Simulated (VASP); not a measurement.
A run of VASP 6.6.1 is set up as follows.

INCAR

```
SYSTEM = C
ALGO     = Normal         ! electronic algorithm
EDIFF    = 1E-8           ! SCF threshold, eV
ENCUT    = 520            ! plane-wave cutoff, eV
GGA      = CA             ! functional
ISIF     = 2              ! what is computed and relaxed
ISMEAR   = -1             ! smearing method
LASPH    = .True.         ! aspherical terms in the spheres
LCHARG   = .False.        ! write CHGCAR
LEFG     = .True.       
LREAL    = .False.        ! projectors in reciprocal space
LWAVE    = .False.        ! write WAVECAR
NBANDS   = 11             ! bands
NELM     = 100            ! most SCF steps
PREC     = Accurate       ! precision mode
SIGMA    = 0.08           ! smearing width, eV
```

The input KPOINTS:

```
k-points
0
Gamma
  20 20 20
  0 0 0
```

File POSCAR:

```
C
1.0
    0.0000000000      1.7298980000      1.7834000000
    1.7298980000      0.0000000000      1.7834000000
    1.7298980000      1.7298980000      0.0000000000
C
2
Direct
    0.5000000000      0.5000000000      0.5000000000
    0.7500000000      0.7500000000      0.7500000000
```

Potentials or basis: VASP PAW LDA potentials, release 64 (C).

The run is started by

```bash
$ cat potpaw_LDA.64/C/POTCAR > POTCAR
$ mpirun -np 1 vasp_std > vasp.out
```

Question: Predict the band gap on the k mesh.

Answer: 3.85 eV (least direct gap 5.43 eV).

Question: Predict the pressure.

Answer: 17.3 GPa.

Electric field gradients, principal values (V/Å²):
| atom | least | middle | greatest (by size) |
| --- | --- | --- | --- |
| 1 C | -0.643 | -0.645 | 1.288 |
| 2 C | -0.643 | -0.645 | 1.288 |

Caveat: the cell differs from its parent crystal (equal xx and yy strain of -3 %); the cell stands under pressure; without QUAD_EFG the Cq values of the log hold for a quadrupole moment of 1 mb, not for the nuclei. A k mesh can miss the band edges.
